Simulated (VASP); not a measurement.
**BeS4: single point with PBE**

BeS4:

```xyz
5
Lattice="4.9615 -4.0273 0.0000 4.9615 4.0273 0.0000 0.0000 0.0000 3.3982" Properties=species:S:1:pos:R:3 pbc="T T T"
Be    0.0000    0.0000    0.0000
S     4.9615   -2.8939    1.6991
S     4.9615    2.8939    1.6991
S     3.9979    0.0000    0.0000
S     5.9251    0.0000    0.0000
```

The cell was generated, and may not be a known phase.

- Program: VASP 6.6.1
- Task: single point
- Functional: PBE
- Potentials or basis: VASP PAW PBE potentials, release 64 (Be, S)
- Cutoff: 520 eV
- k mesh: 4 × 4 × 6
- Occupations: gaussian, width 0.1 eV
- Spin: no spin polarisation
- Dipole correction: no
- Further INCAR settings: ALGO = Normal; EDIFF = 1e-06; NBANDS = 21

| Item | Value |
| --- | --- |
| Pressure | -0.2 GPa |
| Largest force | 0.214 eV/Å |
| Band gap on the k mesh | zero (bands 13 and 14 overlap by 0.35 eV) |

Forces on the atoms (eV/Å):
```
Be   0.000  0.000  0.000
S    0.000 -0.080  0.000
S    0.000  0.080  0.000
S    0.214  0.000  0.000
S   -0.214  0.000  0.000
```

Stress tensor (GPa, compression positive):
```
-0.46  0.00  0.00
 0.00 -0.22  0.00
 0.00  0.00 -0.07
```

Levels at points of the mesh, in eV from the Fermi level:
```csv
k point,band 9,band 10,band 11,band 12,band 13,band 14,band 15,band 16,band 17,band 18
"(0.00, 0.00, 0.00)",-3.95,-2.17,-1.97,-0.55,0.24,1.06,1.22,3.09,3.82,5.33
"(0.50, 0.00, 0.00)",-2.87,-2.22,-1.25,-0.48,-0.42,0.39,1.21,2.63,4.00,5.49
"(0.50, 0.50, 0.00)",-4.00,-2.17,-1.47,-0.56,0.06,1.04,1.20,3.20,3.47,5.60
"(0.00, 0.00, 0.50)",-3.89,-2.95,-2.91,-1.32,-0.75,-0.11,1.18,2.00,4.83,4.87
"(0.50, 0.00, 0.50)",-4.32,-3.36,-2.95,-1.56,-0.39,-0.02,1.76,2.31,4.22,6.08
"(0.50, 0.50, 0.50)",-3.89,-3.12,-2.93,-1.18,-0.59,0.13,1.17,1.93,4.70,5.01
```

It took 120 s on 1 thread of Intel Xeon 8259CL, on a shared host, peak memory 0.26 GiB.

Caveat: semilocal functionals underestimate gaps, and a narrow one can read as zero.
